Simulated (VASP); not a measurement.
## Bi: single point with PBEsol

Crystal: Bi.

```xyz
2
Lattice="4.4658 0.0000 0.0000 -2.2329 3.8675 0.0000 0.0000 0.0000 12.2201" Properties=species:S:1:pos:R:3 pbc="T T T"
Bi    0.0000    2.5783    3.0550
Bi    2.2329    1.2892    9.1651
```

This cell differs from its parent crystal: ratio of the length along z to the lengths across it x 1.05, volume and fractional coordinates fixed.

| Item | Value |
| --- | --- |
| Program | VASP 6.6.1 |
| Task | single point |
| Functional | PBEsol |
| Potentials or basis | VASP PAW PBE potentials, release 64 (Bi_d) |
| Cutoff | 500 eV |
| k mesh | 12 × 12 × 6 |
| Occupations | gaussian, width 0.15 eV |
| Spin | no spin polarisation |
| Dipole correction | no |
| Further INCAR settings | ALGO = Normal; EDIFF = 1e-06; NBANDS = 22 |

```yaml
Pressure: -3.6 GPa
Band_gap_on_the_k_mesh: zero (band 15 reaches 0.40 eV, above the bottom of band 16 at -1.95 eV)
```

Stress tensor (GPa, compression positive):
```
-5.21  0.00  0.00
 0.00 -5.21  0.00
 0.00  0.00 -0.27
```

Levels at points of the mesh, in eV from the Fermi level:
| k point | band 13 | band 14 | band 15 | band 16 | band 17 | band 18 |
| --- | --- | --- | --- | --- | --- | --- |
| (0.00, 0.00, 0.00) | -0.86 | -0.45 | 1.52 | 1.52 | 1.53 | 1.53 |
| (0.50, 0.00, 0.00) | -1.51 | -1.49 | 0.09 | 0.21 | 0.77 | 0.79 |
| (0.00, 0.00, 0.50) | -0.67 | -0.67 | 1.53 | 1.53 | 1.53 | 1.53 |
| (0.50, 0.00, 0.50) | -1.50 | -1.50 | 0.15 | 0.15 | 0.78 | 0.78 |

It took 8.2 min on 1 thread of Intel Xeon 8259CL, with other jobs on the host, peak memory 0.5 GiB.

Caveat: the PAW data sets were made with another functional, which shifts forces and pressure a little; spin-orbit coupling is left out, which moves the levels of the heavy elements.
